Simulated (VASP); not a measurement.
# GaSb (F-43m) in VASP: a series of runs

Runs on GaSb. Level: PBE. Tasks: single point.

Everything below comes from runs of VASP 6.6.1. Logs are shortened: lines on timing, memory, paths and dates and some standing lists are left out, and cuts for length are marked.

### 1 The cell of the first run

The structure is cubic, space group F-43m (No. 216). The conventional cell has a = 6.159 Å, b = 6.159 Å, c = 6.159 Å, α = 90.00°, β = 90.00°, γ = 90.00°. Sb (site symmetry -43m) has 4 Ga at 2.67 Å within 3.5 Å. Ga (site symmetry -43m) has 4 Sb at 2.67 Å within 3.5 Å.

### 2 Single point, PBE, non-collinear spin, zero start, spin-orbit coupling

The input, INCAR:

```
ALGO = Normal
EDIFF = 1E-6
ENCUT = 520
GGA = PE
GGA_COMPAT = False
ISIF = 2
ISMEAR = -1
LASPH = True
LCHARG = False
LORBIT = 11
LORBMOM = True
LREAL = False
LSORBIT = True
LWAVE = False
MAGMOM = 0 0 0 0 0 0
NBANDS = 30
NELM = 150
PREC = Accurate
SIGMA = 0.05
```

The input, KPOINTS:

```
k-points
0
Gamma
  8 8 8
```

The input, POSCAR:

```
GaSb
1.0
    0.0000000000      3.0792588685      3.0792588685
    3.0792588685      0.0000000000      3.0792588685
    3.0792588685      3.0792588685      0.0000000000
Sb Ga
1 1
Direct
    0.7500000000      0.7500000000      0.7500000000
    0.0000000000      0.0000000000      0.0000000000
```

Potentials or basis: VASP PAW PBE potentials, release 64 (Sb, Ga_d).

The run is started by

```
cat potpaw_PBE.64/Sb/POTCAR potpaw_PBE.64/Ga_d/POTCAR > POTCAR
mpirun -np 1 vasp_ncl > vasp.out
```

OUTCAR:

```text
EDIFF = 1E-6
   ENCUT = 520
   GGA = PE
   ISIF = 2
   ISMEAR = -1
   LASPH = True
   LORBIT = 11
   LREAL = False
   LSORBIT = True
   NELM = 150
   PREC = Accurate

 ion  position               nearest neighbor table
   1  0.750  0.750  0.750-   2 2.67   2 2.67   2 2.67   2 2.67
   2  0.000  0.000  0.000-   1 2.67   1 2.67   1 2.67   1 2.67

  LATTYP: Found a face centered cubic cell.
 ALAT       =     6.1585177370

  Lattice vectors:

 A1 = (   0.0000000000,   3.0792588685,   3.0792588685)
 A2 = (   3.0792588685,   0.0000000000,   3.0792588685)
 A3 = (   3.0792588685,   3.0792588685,   0.0000000000)

Analysis of symmetry for initial positions (statically):
=====================================================================
 Subroutine PRICEL returns:
 Original cell was already a primitive cell.

 Routine SETGRP: Setting up the symmetry group for a
 face centered cubic supercell.

 Subroutine GETGRP returns: Found 24 space group operations
 (whereof 24 operations were pure point group operations)
 out of a pool of 48 trial point group operations.

The static configuration has the point symmetry T_d .

Analysis of symmetry for dynamics (positions and initial velocities):
=====================================================================
 Subroutine PRICEL returns:
 Original cell was already a primitive cell.

 Routine SETGRP: Setting up the symmetry group for a
 face centered cubic supercell.

 Subroutine GETGRP returns: Found 24 space group operations
 (whereof 24 operations were pure point group operations)
 out of a pool of 48 trial point group operations.

The dynamic configuration has the point symmetry T_d .

Analysis of structural, dynamic, and magnetic symmetry:
=====================================================================
 Subroutine PRICEL returns:
 Original cell was already a primitive cell.

 Routine SETGRP: Setting up the symmetry group for a
 face centered cubic supercell.

 Subroutine GETGRP returns: Found 24 space group operations
 (whereof 24 operations were pure point group operations)
 out of a pool of 48 trial point group operations.

The overall configuration has the point symmetry T_d .

 Subroutine INISYM returns: Found 24 space group operations
 (whereof 24 operations are pure point group operations),
 and found     1 'primitive' translations

----------------------------------------------------------------------------------------

                                     Primitive cell

  volume of cell :      58.3941

  direct lattice vectors                    reciprocal lattice vectors
     0.000000000  3.079258869  3.079258869    -0.162376735  0.162376735  0.162376735
     3.079258869  0.000000000  3.079258869     0.162376735 -0.162376735  0.162376735
     3.079258869  3.079258869  0.000000000     0.162376735  0.162376735 -0.162376735

  length of vectors
     4.354729654  4.354729654  4.354729654     0.281244754  0.281244754  0.281244754

  position of ions in fractional coordinates (direct lattice)
     0.750000000  0.750000000  0.750000000
     0.000000000  0.000000000  0.000000000

  ion indices of the primitive-cell ions
   primitive index   ion index
                 1           1
                 2           2

----------------------------------------------------------------------------------------

 KPOINTS: k-points

Automatic generation of k-mesh.
 Grid dimensions read from file:
 generate k-points for:    8    8    8

 Generating k-lattice:

  Cartesian coordinates                     Fractional coordinates (reciprocal lattice)
    -0.020297092  0.020297092  0.020297092     0.125000000  0.000000000  0.000000000
     0.020297092 -0.020297092  0.020297092     0.000000000  0.125000000  0.000000000
     0.020297092  0.020297092 -0.020297092     0.000000000  0.000000000  0.125000000

[... 93 lines left out ...]

 number of electron      17.9999997 magnetization       0.0000000     -0.0000000      0.0000000

 number of electron      17.9999997 magnetization      -0.0000000     -0.0000000      0.0000000

 Free energy of the ion-electron system (eV)
  ---------------------------------------------------
  ext. energy  EPLUGINS =         0.00000000
  ---------------------------------------------------
  free energy    TOTEN  =        -7.42770952 eV

  energy without entropy =       -7.42718612  energy(sigma->0) =       -7.42744782

 E-fermi :   4.8787     XC(G=0):  -9.0012

 val. band max:        4.6352206466   @ k =   0.1250   0.0000   0.0000
 cond. band min:       4.8926841000   @ k =   0.0000   0.0000   0.0000
 fundamental gap:      0.2574634533
 Fermi energy:         4.8786665044

 k-point     1 :       0.0000    0.0000    0.0000
  band No.  band energies     occupation
      1     -10.5832      1.00000
      2     -10.5832      1.00000
      3     -10.5832      1.00000
      4     -10.5832      1.00000
      5     -10.1458      1.00000
      6     -10.1458      1.00000
[... 781 lines left out ...]
     29      14.6361      0.00000
     30      14.6905      0.00000

 [... further k-points ...]

------------------------ aborting loop because EDIFF is reached ----------------------------------------

  FORCE on cell =-STRESS in cart. coord.  units (eV):
  Direction    XX          YY          ZZ          XY          YZ          ZX
  --------------------------------------------------------------------------------------
  -------------------------------------------------------------------------------------
  Total        0.5164542      0.5164542      0.5164542      0.0000000      0.0000000      0.0000000
  in kB       14.1701283     14.1701283     14.1701283      0.0000000      0.0000000      0.0000000
  external PRESSURE =      14.1701283 kB  Pullay stress =       0.0000000 kB

 VOLUME and BASIS-vectors are now :
 -----------------------------------------------------------------------------
  energy-cutoff  :      520.00
  volume of cell :       58.39
      direct lattice vectors                 reciprocal lattice vectors
     0.000000000  3.079258869  3.079258869    -0.162376735  0.162376735  0.162376735
     3.079258869  0.000000000  3.079258869     0.162376735 -0.162376735  0.162376735
     3.079258869  3.079258869  0.000000000     0.162376735  0.162376735 -0.162376735

 POSITION                                       TOTAL-FORCE (eV/Angst)
 -----------------------------------------------------------------------------------
      4.61889      4.61889      4.61889        -0.000000     -0.000000     -0.000000
      0.00000      0.00000      0.00000         0.000000      0.000000      0.000000
 -----------------------------------------------------------------------------------
    total drift:                               -0.000000     -0.000000     -0.000000

  FREE ENERGIE OF THE ION-ELECTRON SYSTEM (eV)
  ---------------------------------------------------
  free  energy   TOTEN  =        -7.4277095168 eV

  energy  without entropy=       -7.4271861215  energy(sigma->0) =       -7.42744782

 orbital moment (x)

 # of ion     p       d       tot
 ----------------------------------------
  1         0.000  -0.000   0.000
  2        -0.000   0.000  -0.000
 ----------------------------------------
            0.000  -0.000   0.000

 orbital moment (y)

 # of ion     p       d       tot
 ----------------------------------------
  1         0.000  -0.000   0.000
  2         0.000  -0.000  -0.000
 ----------------------------------------
            0.000  -0.000  -0.000

 orbital moment (z)

 # of ion     p       d       tot
 ----------------------------------------
  1         0.000   0.000   0.000
  2        -0.000  -0.000  -0.000
 ----------------------------------------
           -0.000   0.000  -0.000

 Spin-Orbit-Coupling matrix elements

 Ion:    1  E_soc:     -0.1251398
 l=   1
     0.0000000    -0.0207158    -0.0207158
    -0.0207158     0.0000000    -0.0207158
    -0.0207158    -0.0207158     0.0000000
 l=   2
     0.0000000    -0.0000553     0.0000000    -0.0000553    -0.0000856
    -0.0000553     0.0000000    -0.0000642    -0.0000553    -0.0000214
     0.0000000    -0.0000642     0.0000000    -0.0000642     0.0000000
    -0.0000553    -0.0000553    -0.0000642     0.0000000    -0.0000214
    -0.0000856    -0.0000214     0.0000000    -0.0000214     0.0000000
 l=   3
     0.0000000     0.0000000     0.0000000     0.0000000     0.0000000     0.0000000     0.0000000
     0.0000000     0.0000000     0.0000000     0.0000000     0.0000000     0.0000000     0.0000000
     0.0000000     0.0000000     0.0000000     0.0000000     0.0000000     0.0000000     0.0000000
     0.0000000     0.0000000     0.0000000     0.0000000     0.0000000     0.0000000     0.0000000
     0.0000000     0.0000000     0.0000000     0.0000000     0.0000000     0.0000000     0.0000000
     0.0000000     0.0000000     0.0000000     0.0000000     0.0000000     0.0000000     0.0000000
     0.0000000     0.0000000     0.0000000     0.0000000     0.0000000     0.0000000     0.0000000

 Ion:    2  E_soc:     -0.0124642
 l=   1
     0.0000000    -0.0012664    -0.0012664
    -0.0012664     0.0000000    -0.0012664
    -0.0012664    -0.0012664     0.0000000
 l=   2
     0.0000000    -0.0001517     0.0000000    -0.0001517    -0.0006593
    -0.0001517     0.0000000    -0.0004945    -0.0001517    -0.0001648
     0.0000000    -0.0004945     0.0000000    -0.0004945     0.0000000
    -0.0001517    -0.0001517    -0.0004945     0.0000000    -0.0001648
    -0.0006593    -0.0001648     0.0000000    -0.0001648     0.0000000
 l=   3
     0.0000000     0.0000000     0.0000000     0.0000000     0.0000000     0.0000000     0.0000000
     0.0000000     0.0000000     0.0000000     0.0000000     0.0000000     0.0000000     0.0000000
     0.0000000     0.0000000     0.0000000     0.0000000     0.0000000     0.0000000     0.0000000
     0.0000000     0.0000000     0.0000000     0.0000000     0.0000000     0.0000000     0.0000000
     0.0000000     0.0000000     0.0000000     0.0000000     0.0000000     0.0000000     0.0000000
     0.0000000     0.0000000     0.0000000     0.0000000     0.0000000     0.0000000     0.0000000
     0.0000000     0.0000000     0.0000000     0.0000000     0.0000000     0.0000000     0.0000000

 total charge

# of ion       s       p       d       tot
------------------------------------------
    1        1.131   1.331   0.026   2.488
    2        0.911   0.746   9.960  11.617
--------------------------------------------------
tot          2.042   2.077   9.987  14.105

 magnetization (x)

# of ion       s       p       d       tot
------------------------------------------
    1        0.000   0.000  -0.000   0.000
    2        0.000  -0.000   0.000  -0.000
--------------------------------------------------
tot          0.000  -0.000  -0.000  -0.000

 magnetization (y)

# of ion       s       p       d       tot
------------------------------------------
    1        0.000  -0.000   0.000  -0.000
    2        0.000   0.000   0.000   0.000
--------------------------------------------------
tot          0.000   0.000   0.000   0.000

 magnetization (z)

# of ion       s       p       d       tot
------------------------------------------
    1       -0.000  -0.000  -0.000  -0.000
    2        0.000  -0.000   0.000  -0.000
--------------------------------------------------
tot         -0.000  -0.000  -0.000  -0.000
```

Wall time 77 s (1 thread of Intel Xeon Platinum 8488C (Sapphire Rapids), shared host); peak memory 0.37 GiB.

What came out:

* Free energy: -7.4277 eV
* Pressure: 1.4 GPa
* Net moment: 0.00 μB per cell
* Valence electrons inside the program's atomic spheres: Sb 2.49; Ga 11.62

Moments on the atoms (μB; x, y, z):
```
Sb  0.00 0.00 0.00
Ga  0.00 0.00 0.00
```

### 3 Single point, PBE, non-collinear spin, zero start, spin-orbit coupling

This run uses another cell than the first one, of 29.77 Å³/atom.

The input, INCAR:

```
ALGO     = Normal         # electronic algorithm
EDIFF    = 1E-7           # SCF threshold, eV
ENCUT    = 520            # plane-wave cutoff, eV
GGA      = PE             # functional
GGA_COMPAT= F            
ISIF     = 2              # what is computed and relaxed
ISMEAR   = -1             # smearing method
LASPH    = T              # aspherical terms in the spheres
LCHARG   = F              # write CHGCAR
LORBIT   = 11             # projections on sites
LORBMOM  = T            
LREAL    = F              # projectors in reciprocal space
LSORBIT  = T              # spin-orbit coupling
LWAVE    = F              # write WAVECAR
MAGMOM   = 0 0 0 0 0 0    # initial moments
NBANDS   = 30             # bands
NELM     = 150            # most SCF steps
PREC     = Accurate       # precision mode
SIGMA    = 0.05           # smearing width, eV
```

KPOINTS is that of step 2.

The input, POSCAR:

```
GaSb
1.0
    0.0000000000      3.0992546163      3.0992546163
    3.0992546163      0.0000000000      3.0992546163
    3.0992546163      3.0992546163      0.0000000000
Sb Ga
1 1
Direct
    0.7500000000      0.7500000000      0.7500000000
    0.0000000000      0.0000000000      0.0000000000
```

Potentials or basis: VASP PAW PBE potentials, release 64 (Sb, Ga_d).

The run is started by

```
cat potpaw_PBE.64/Sb/POTCAR potpaw_PBE.64/Ga_d/POTCAR > POTCAR
mpirun -np 1 vasp_ncl > vasp.out
```

Wall time 1.9 min (1 thread of Intel Xeon Platinum 8488C (Sapphire Rapids), shared host); peak memory 0.44 GiB.

Results (log left out):

```yaml
Free_energy: -7.4346 eV
Pressure: 0.5 GPa
Net_moment: 0.00 μB per cell
Valence_electrons_inside_the_program's_atomic_spheres: Sb 2.48; Ga 11.60
```

Moments on the atoms (μB; x, y, z):
```
Sb  0.00 0.00 0.00
Ga  0.00 0.00 0.00
```
